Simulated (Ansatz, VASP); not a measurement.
**Two plane-wave programs on HfC5**

```
Hf C
1.0
     2.64619    0.00000    0.00000
    -1.32310    2.29167    0.00000
     0.00000    0.00000    8.80694
Hf C
1 5
Direct
  0.00000 0.00000 0.00000
  0.66667 0.33333 0.66346
  0.00000 0.00000 0.72283
  0.66667 0.33333 0.50000
  0.00000 0.00000 0.27717
  0.66667 0.33333 0.33654
```

Change from the starting cell: species swapped into the Ca5Mg type (P-6m2, No. 187).

Alike in both runs: functional PBE; k mesh 6 × 6 × 2; occupations gaussian, width 0.1 eV; no spin polarisation.

Ansatz relaxed the structure, and its values are those at the end. VASP's run is a single point on that final structure, the one shown.

|  | VASP | Ansatz |
| --- | --- | --- |
| version | VASP 6.6.1 | Ansatz 0.2.0 |
| potentials or method | VASP PAW PBE potentials, release 64 (Hf_pv, C), cutoff 520 eV | scalar-relativistic, plane waves, PAW |
| valence electrons in the cell | 30 | 46 |

Ansatz gave:

```
gap on the k mesh at the Fermi level (eV) : none
pressure (GPa)                            : -0.3
rms of the force components (eV/Å)        : 0.003
```

Problem. What did VASP give for the same quantities?

Solution. gap on the k mesh at the Fermi level (eV): none; pressure (GPa): -0.1; rms of the force components (eV/Å): 0.012.

A gap of «none» marks a metal or a gap that the smearing closes. VASP's potentials hold 30 valence electrons a cell and Ansatz's 46, so a difference there can come from the potentials and not from the codes.

The k mesh is coarse, so the values compare programs but aren't converged. Spin-orbit coupling is off throughout.
